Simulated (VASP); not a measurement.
# GeP2S4 (P4/mmm) in VASP: single point with PBE

Aim: the single point of GeP2S4 with PBE.

Program: VASP 6.6.1. These are calculated values, not measurements. Logs are shortened: lines on timing, memory, paths and dates and some standing lists are left out, and cuts for length are marked.

## 1. The cell of the first run

The structure is tetragonal, space group P4/mmm (No. 123). The conventional cell has a = 6.285 Å, b = 6.285 Å, c = 3.167 Å, α = 90.00°, β = 90.00°, γ = 90.00°. Within 3.2 Å of Ge (site symmetry 4/mmm) lie 4 S at 2.31 Å and 2 Ge at 3.17 Å. Within 3.6 Å of P (site symmetry mmm) lie 8 S at 2.73 Å and 2 P at 3.17 Å and 4 Ge at 3.52 Å. Within 3.3 Å of S (site symmetry m2m) lie 1 Ge at 2.31 Å and 4 P at 2.73 Å and 6 S at 3.01 to 3.27 Å.

## 2. Single point, PBE

The input, INCAR:

```
PREC     = Accurate       # precision mode
ENCUT    = 520            # plane-wave cutoff, eV
EDIFF    = 1E-7           # SCF threshold, eV
ISMEAR   = 0              # smearing method
SIGMA    = 0.1            # smearing width, eV
LREAL    = False          # projectors in reciprocal space
LASPH    = True           # aspherical terms in the spheres
NELM     = 80             # most SCF steps
ALGO     = Normal         # electronic algorithm
ISIF     = 2              # what is computed and relaxed
LWAVE    = False          # write WAVECAR
LCHARG   = False          # write CHGCAR
GGA      = PE             # functional
NBANDS   = 33             # bands
```

The input, KPOINTS:

```
Automatic mesh
0
Gamma
  6 6 12
```

The input, POSCAR:

```
GeP2S4
1.0
    6.2849943959      0.0000000000      0.0000000000
    0.0000000000      6.2849943959      0.0000000000
    0.0000000000      0.0000000000      3.1667835179
Ge P S
1 2 4
Direct
    0.0000000000      0.0000000000      0.0000000000
    0.5000000000      0.0000000000      0.5000000000
    0.0000000000      0.5000000000      0.5000000000
    0.2604215767      0.2604215767      0.0000000000
    0.7395784233      0.2604215767      0.0000000000
    0.7395784233      0.7395784233      0.0000000000
    0.2604215767      0.7395784233      0.0000000000
```

Potentials or basis: VASP PAW PBE potentials, release 64 (Ge_d, P, S).

The run is started by

```console
cat potpaw_PBE.64/Ge_d/POTCAR potpaw_PBE.64/P/POTCAR potpaw_PBE.64/S/POTCAR > POTCAR
mpirun -np 1 vasp_std > vasp.out
```

OUTCAR:

```text
PREC = Accurate
   ENCUT = 520
   EDIFF = 1E-7
   ISMEAR = 0
   LREAL = False
   LASPH = True
   NELM = 80
   ISIF = 2
   GGA = PE

 ion  position               nearest neighbor table
   1  0.000  0.000  0.000-   4 2.31   5 2.31   6 2.31   7 2.31
   2  0.500  0.000  0.500-   4 2.73   5 2.73   6 2.73   7 2.73   4 2.73   5 2.73   6 2.73   7 2.73

   3  0.000  0.500  0.500-   4 2.73   5 2.73   6 2.73   7 2.73   4 2.73   5 2.73   6 2.73   7 2.73

   4  0.260  0.260  0.000-   1 2.31   2 2.73   3 2.73   2 2.73   3 2.73
   5  0.740  0.260  0.000-   1 2.31   2 2.73   3 2.73   2 2.73   3 2.73
   6  0.740  0.740  0.000-   1 2.31   2 2.73   3 2.73   2 2.73   3 2.73
   7  0.260  0.740  0.000-   1 2.31   2 2.73   3 2.73   2 2.73   3 2.73

  LATTYP: Found a simple tetragonal cell.
 ALAT       =     6.2849943959
 C/A-ratio  =     0.5038641753

  Lattice vectors:

 A1 = (   6.2849943959,   0.0000000000,   0.0000000000)
 A2 = (   0.0000000000,   6.2849943959,   0.0000000000)
 A3 = (   0.0000000000,   0.0000000000,   3.1667835179)

Analysis of symmetry for initial positions (statically):
=====================================================================
 Subroutine PRICEL returns:
 Original cell was already a primitive cell.

 Routine SETGRP: Setting up the symmetry group for a
 simple tetragonal supercell.

 Subroutine GETGRP returns: Found 16 space group operations
 (whereof 16 operations were pure point group operations)
 out of a pool of 16 trial point group operations.

The static configuration has the point symmetry D_4h.

Analysis of symmetry for dynamics (positions and initial velocities):
=====================================================================
 Subroutine PRICEL returns:
 Original cell was already a primitive cell.

 Routine SETGRP: Setting up the symmetry group for a
 simple tetragonal supercell.

 Subroutine GETGRP returns: Found 16 space group operations
 (whereof 16 operations were pure point group operations)
 out of a pool of 16 trial point group operations.

The dynamic configuration has the point symmetry D_4h.

 Subroutine INISYM returns: Found 16 space group operations
 (whereof 16 operations are pure point group operations),
 and found     1 'primitive' translations

----------------------------------------------------------------------------------------

                                     Primitive cell

  volume of cell :     125.0916

  direct lattice vectors                    reciprocal lattice vectors
     6.284994396  0.000000000  0.000000000     0.159109132  0.000000000  0.000000000
     0.000000000  6.284994396  0.000000000     0.000000000  0.159109132  0.000000000
     0.000000000  0.000000000  3.166783518     0.000000000  0.000000000  0.315777821

  length of vectors
     6.284994396  6.284994396  3.166783518     0.159109132  0.159109132  0.315777821

  position of ions in fractional coordinates (direct lattice)
     0.000000000  0.000000000  0.000000000
     0.500000000  0.000000000  0.500000000
     0.000000000  0.500000000  0.500000000
     0.260421577  0.260421577  0.000000000
     0.739578423  0.260421577  0.000000000
     0.739578423  0.739578423  0.000000000
     0.260421577  0.739578423  0.000000000

  ion indices of the primitive-cell ions
   primitive index   ion index
                 1           1
                 2           2
                 3           3
                 4           4
                 5           5
                 6           6
                 7           7

----------------------------------------------------------------------------------------

 KPOINTS: Automatic mesh

Automatic generation of k-mesh.
 Grid dimensions read from file:
 generate k-points for:    6    6   12

 Generating k-lattice:

  Cartesian coordinates                     Fractional coordinates (reciprocal lattice)
     0.026518189  0.000000000  0.000000000     0.166666667  0.000000000  0.000000000
     0.000000000  0.026518189  0.000000000     0.000000000  0.166666667  0.000000000
     0.000000000  0.000000000  0.026314818     0.000000000  0.000000000  0.083333333

  Length of vectors
     0.026518189  0.026518189  0.026314818

  Shift w.r.t. Gamma in fractional coordinates (k-lattice)
     0.000000000  0.000000000  0.000000000

 Subroutine IBZKPT returns following result:
 ===========================================

 Found     70 irreducible k-points:

 Following reciprocal coordinates:
            Coordinates               Weight
  0.000000  0.000000  0.000000      1.000000
  0.166667  0.000000  0.000000      4.000000
  0.333333  0.000000  0.000000      4.000000
  0.500000  0.000000  0.000000      2.000000
  0.166667  0.166667  0.000000      4.000000
  0.333333  0.166667  0.000000      8.000000
[... 16 lines left out ...]
  0.333333  0.000000  0.166667      8.000000
  0.500000  0.000000  0.166667      4.000000
 [... further k-points ...]
   k-points           NKPTS =     70   k-points in BZ     NKDIM =     70   number of bands    NBANDS=     33
   number of dos      NEDOS =    301   number of ions     NIONS =      7
   total plane-waves  NPLWV =  55296
   dimension x,y,z NGX =    48 NGY =   48 NGZ =   24
   dimension x,y,z NGXF=    96 NGYF=   96 NGZF=   48
   ions per type =               1   2   4
   NGX,Y,Z   is equivalent  to a cutoff of  12.70, 12.70, 12.60 a.u.
   NGXF,Y,Z  is equivalent  to a cutoff of  25.39, 25.39, 25.20 a.u.
 SYSTEM =  unknown system
   PREC   = accura    normal or accurate (medium, high low for compatibility)
   ISTART =      0    job   : 0-new  1-cont  2-samecut
   ICHARG =      2    charge: 1-file 2-atom 10-const
   ISPIN  =      1    spin polarized calculation?
   LNONCOLLINEAR =      F non collinear calculations
   LSORBIT =      F    spin-orbit coupling
   LASPH  =      T    aspherical Exc in radial PAW
   ENCUT  =  520.0 eV  38.22 Ry    6.18 a.u.  11.69 11.69  5.89*2*pi/ulx,y,z
   NELM   =     80;   NELMIN=  2; NELMDL= -5     # of ELM steps
   EDIFF  = 0.1E-06   stopping-criterion for ELM
   LREAL  =      F    real-space projection
   EDIFFG = 0.1E-05   stopping-criterion for IOM
   NSW    =      0    number of steps for IOM
   IBRION =     -1    ionic relax: 0-MD 1-quasi-New 2-CG
   NFREE  =      0    steps in history (QN), initial steepest desc. (CG)
   ISIF   =      2    stress and relaxation
   ISYM   =      2    0-nonsym 1-usesym 2-fastsym
   POTIM  = 0.5000    time-step for ionic-motion
   TEBEG  =    0.0;   TEEND  =   0.0 temperature during run
   PSTRESS=    0.0 pullay stress
   NELECT =      48.0000    total number of electrons
   NUPDOWN=      -1.0000    fix difference up-down
   EMIN   =  10.00;   EMAX   =-10.00  energy-range for DOS
   EFERMI =   0.00;   METHOD = LEGACY
   ISMEAR =     0;   SIGMA  =   0.10  broadening in eV -4-tet -1-fermi 0-gaus
   EFERMI_NEDOS =   21; number of points for ismear=-14 and -15
   IALGO  =     38    algorithm
   IMIX   =      4    mixing-type and parameters
     AMIX     =   0.40;   BMIX     =  1.00
     AMIX_MAG =   1.60;   BMIX_MAG =  1.00
  volume/ion in A,a.u.               =      17.87       120.59
  Fermi-wavevector in a.u.,A,eV,Ry     =   1.189632  2.248078 19.255285  1.415224
  Thomas-Fermi vector in A             =   2.325735
   LORBIT       =      0    0 simple, 1 ext, 2 COOP (PROOUT), +10 PAW based schemes
   GGA     = PE    functional components
   LHFCALC =     F    Hartree Fock is set to
   AEXX    =    0.0000 exact exchange contribution
   IVDW    =     0    specifies the selected vdW correction
   LEPSILON=     F    determine dielectric tensor
   LRPA    =     F    only Hartree local field effects (RPA)
 non-spin polarized calculation
 Gauss-broadening in eV      SIGMA  =   0.10
  energy-cutoff  :      520.00
  volume of cell :      125.09
 maximum number of plane-waves:      3404
 NGX is ok and might be reduce to    48
   NGX = 23   NGY = 23   NGZ = 11

 number of electron      48.0000039 magnetization

 Free energy of the ion-electron system (eV)
  ---------------------------------------------------
  ext. energy  EPLUGINS =         0.00000000
  ---------------------------------------------------
  free energy    TOTEN  =       -27.96031206 eV

  energy without entropy =      -27.94685694  energy(sigma->0) =      -27.95358450

 E-fermi :   6.4329     XC(G=0): -10.4678

 val. band max:        6.3988280404   @ k =   0.1667   0.0000   0.4167
 cond. band min:       6.4360215895   @ k =   0.3333   0.3333   0.0000
 fundamental gap:      0.0371935491
 Fermi energy:         6.4329458470

 k-point     1 :       0.0000    0.0000    0.0000
  band No.  band energies     occupation
      1     -18.4956      2.00000
      2     -18.4326      2.00000
      3     -18.4115      2.00000
      4     -18.4115      2.00000
      5     -18.3652      2.00000
      6      -9.3502      2.00000
[... 25 lines left out ...]
     32      10.9946      0.00000
     33      11.6681      0.00000

 k-point     2 :       0.1667    0.0000    0.0000
  band No.  band energies     occupation
      1     -18.4956      2.00000
      2     -18.4326      2.00000
      3     -18.4115      2.00000
      4     -18.4115      2.00000
      5     -18.3652      2.00000
      6      -9.2700      2.00000
[... 25 lines left out ...]
     32      11.2689      0.00000
     33      11.4774      0.00000

 k-point     3 :       0.3333    0.0000    0.0000
  band No.  band energies     occupation
      1     -18.4955      2.00000
      2     -18.4327      2.00000
      3     -18.4115      2.00000
      4     -18.4115      2.00000
      5     -18.3652      2.00000
      6      -9.0407      2.00000
[... 25 lines left out ...]
     32      11.1238      0.00000
     33      11.7848      0.00000

 k-point     4 :       0.5000    0.0000    0.0000
  band No.  band energies     occupation
      1     -18.4955      2.00000
      2     -18.4327      2.00000
      3     -18.4115      2.00000
      4     -18.4115      2.00000
      5     -18.3651      2.00000
      6      -8.8021      2.00000
[... 25 lines left out ...]
     32      11.4424      0.00000
     33      11.7559      0.00000

 k-point     5 :       0.1667    0.1667    0.0000
  band No.  band energies     occupation
      1     -18.4955      2.00000
      2     -18.4326      2.00000
      3     -18.4115      2.00000
      4     -18.4115      2.00000
      5     -18.3652      2.00000
      6      -9.1899      2.00000
[... 604 lines left out ...]
 k-point    22 :       0.1667    0.0000    0.1667
  band No.  band energies     occupation
      1     -18.4834      2.00000
      2     -18.4319      2.00000
      3     -18.4159      2.00000
      4     -18.4159      2.00000
      5     -18.3647      2.00000
      6      -8.9738      2.00000
[... 25 lines left out ...]
     32      11.5401      0.00000
     33      11.7620      0.00000

 k-point    23 :       0.3333    0.0000    0.1667
  band No.  band energies     occupation
      1     -18.4834      2.00000
      2     -18.4319      2.00000
      3     -18.4159      2.00000
      4     -18.4159      2.00000
      5     -18.3647      2.00000
      6      -8.7489      2.00000
[... 25 lines left out ...]
     32      10.9992      0.00000
     33      12.5846      0.00000

 k-point    24 :       0.5000    0.0000    0.1667
  band No.  band energies     occupation
      1     -18.4833      2.00000
      2     -18.4319      2.00000
      3     -18.4159      2.00000
      4     -18.4159      2.00000
      5     -18.3646      2.00000
      6      -8.5185      2.00000
[... 25 lines left out ...]
     32      10.8222      0.00000
     33      13.2541      0.00000

 [... further k-points ...]
[... 5 lines left out ...]
  --------------------------------------------------------------------------------------
  -------------------------------------------------------------------------------------
  Total       -0.1434774     -0.1434774     -0.0657820      0.0000000      0.0000000      0.0000000
  in kB       -1.8376638     -1.8376638     -0.8425376      0.0000000      0.0000000      0.0000000
  external PRESSURE =      -1.5059550 kB  Pullay stress =       0.0000000 kB

 VOLUME and BASIS-vectors are now :
 -----------------------------------------------------------------------------
  energy-cutoff  :      520.00
  volume of cell :      125.09
      direct lattice vectors                 reciprocal lattice vectors
     6.284994396  0.000000000  0.000000000     0.159109132  0.000000000  0.000000000
     0.000000000  6.284994396  0.000000000     0.000000000  0.159109132  0.000000000
     0.000000000  0.000000000  3.166783518     0.000000000  0.000000000  0.315777821

 POSITION                                       TOTAL-FORCE (eV/Angst)
 -----------------------------------------------------------------------------------
      0.00000      0.00000      0.00000         0.000000      0.000000      0.000000
      3.14250      0.00000      1.58339         0.000000      0.000000      0.000000
      0.00000      3.14250      1.58339         0.000000      0.000000      0.000000
      1.63675      1.63675      0.00000        -0.011289     -0.011289     -0.000000
      4.64825      1.63675      0.00000         0.011289     -0.011289     -0.000000
      4.64825      4.64825      0.00000         0.011289      0.011289      0.000000
      1.63675      4.64825      0.00000        -0.011289      0.011289      0.000000
 -----------------------------------------------------------------------------------
    total drift:                                0.000000      0.000000     -0.000000

  FREE ENERGIE OF THE ION-ELECTRON SYSTEM (eV)
  ---------------------------------------------------
  free  energy   TOTEN  =       -27.9603120604 eV

  energy  without entropy=      -27.9468569361  energy(sigma->0) =      -27.95358450
```

It took 4.2 min on 1 thread of Intel Xeon 8259CL, shared host; peak memory 0.39 GiB.

What came out:

```yaml
Free_energy: -27.9603 eV
Pressure: -0.2 GPa
Largest_force: 0.016 eV/Å
Band_gap_on_the_k_mesh: zero (bands 24 and 25 overlap by 2.50 eV)
```

Forces in eV/Å, atoms in the order of the input:
```
Ge   0.000  0.000  0.000
P    0.000  0.000  0.000
P    0.000  0.000  0.000
S   -0.011 -0.011  0.000
S    0.011 -0.011  0.000
S    0.011  0.011  0.000
S   -0.011  0.011  0.000
```

The gap in the log of VASP goes by the Fermi energy; the results here count the filled bands.